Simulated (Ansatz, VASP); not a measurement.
**Hg: VASP beside Ansatz**

File INCAR:

```
PREC = Accurate
ENCUT = 520
EDIFF = 1E-6
ISMEAR = 0
SIGMA = 0.15
LREAL = False
LASPH = True
NELM = 60
ALGO = Fast
ISIF = 2
LWAVE = False
LCHARG = False
GGA = PS
NBANDS = 12
```

File KPOINTS:

```
regular mesh
0
Gamma
  18 18 18
```

The input POSCAR:

```
Hg
1.0
   -2.1317858500      2.1317858500      1.7481902600
    2.1317858500     -2.1317858500      1.7481902600
    2.1317858500      2.1317858500     -1.7481902600
Hg
1
Direct
    0.0000000000      0.0000000000      0.0000000000
```

Input for Ansatz:

```yaml
crystal:
  lattice:
    - [-2.13178585, 2.13178585, 1.74819026]
    - [2.13178585, -2.13178585, 1.74819026]
    - [2.13178585, 2.13178585, -1.74819026]
  atoms:
    - { symbol: Hg, position: [0.0, 0.0, 0.0] }
basis:
  ecutwfc: 420
kpoints:
  mp_grid: { grid: [18, 18, 18] }
hamiltonian:
  xc: pbesol
scf:
  occupations: { method: gaussian, width: 0.15 }
output:
  forces: true
  stress: true
  eigenvalues: true
```

Change from the starting cell: strain +0.030 along x and y, -0.030 along z, atoms carried along.

Alike in both runs: task single point; functional PBEsol; k mesh 18 × 18 × 18; occupations gaussian, width 0.15 eV; no spin polarisation.

|  | VASP | Ansatz |
| --- | --- | --- |
| version | VASP 6.6.1 | Ansatz 0.2.0 |
| potentials or method | VASP PAW PBE potentials, release 64 (Hg), cutoff 520 eV | scalar-relativistic, plane waves, PAW |
| valence electrons in the cell | 12 | 20 |

Ansatz gave:

```
gap on the k mesh at the Fermi level (eV)                     : none
pressure (GPa)                                                : -3.1
traceless stress, the component that is largest in VASP (GPa) : 0.22
```

Task: Estimate VASP's values.

Result: gap on the k mesh at the Fermi level (eV): none; pressure (GPa): -3.0; traceless stress, the component that is largest in VASP (GPa): 0.23.

VASP's potentials were made for PBE, not for PBEsol. A gap of «none» marks a metal or a gap that the smearing closes. The functional is the same, so the differences come from potentials, cutoffs and numerics. VASP's potentials hold 12 valence electrons a cell and Ansatz's 20, so a difference there can come from the potentials and not from the codes.

Neither program's run includes spin-orbit coupling.
